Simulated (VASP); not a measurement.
Write the native input for VASP 6.6.1 that does the following.

```yaml
Task: single point
Functional: PBEsol
Potentials_or_basis: VASP PAW PBE potentials, release 64 (Pb_d, Te)
Cutoff: 520 eV
k_mesh: 6 × 6 × 6
Occupations: gaussian, width 0.05 eV
Spin: no spin polarisation
Dipole_correction: no
Further_INCAR_settings: ALGO = Normal; EDIFF = 1e-06; NBANDS = 17
```

The structure of TePb lies in POSCAR:

```
TePb
1.0
    4.0022870000      0.0000000000      0.0000000000
    0.0000000000      4.0022870000      0.0000000000
    0.0000000000      0.0000000000      4.0022870000
Pb Te
1 1
Direct
    0.0000000000      0.0000000000      0.0000000000
    0.5000000000      0.5000000000      0.5000000000
```

One way to write it, as run:

INCAR

```
SYSTEM = TePb
PREC = Accurate
ENCUT = 520
EDIFF = 1E-6
ISMEAR = 0
SIGMA = 0.05
LREAL = .FALSE.
LASPH = .TRUE.
NELM = 100
ALGO = Normal
ISIF = 2
LWAVE = .FALSE.
LCHARG = .FALSE.
GGA = PS
NBANDS = 17
```

KPOINTS

```
Automatic mesh
0
G
  6 6 6
  0 0 0
```

Potentials or basis: VASP PAW PBE potentials, release 64 (Pb_d, Te).

Launch:

```sh
$ cat potpaw_PBE.64/Pb_d/POTCAR potpaw_PBE.64/Te/POTCAR > POTCAR
$ mpirun -np 1 vasp_std > vasp.out
```

Results of the run:

```json
{"Pressure": "-3.0 GPa", "Band gap on the k mesh": "zero (bands 10 and 11 overlap by 1.28 eV)"}
```

Caveat: the cell stands under tension; the PAW data sets were made with another functional, which shifts forces and pressure a little; spin-orbit coupling is left out, which moves the levels of the heavy elements.

It took 21 s on 1 thread of AMD EPYC 7R43 64-Core Processor (Zen 3), on a shared host, peak memory 0.14 GiB.
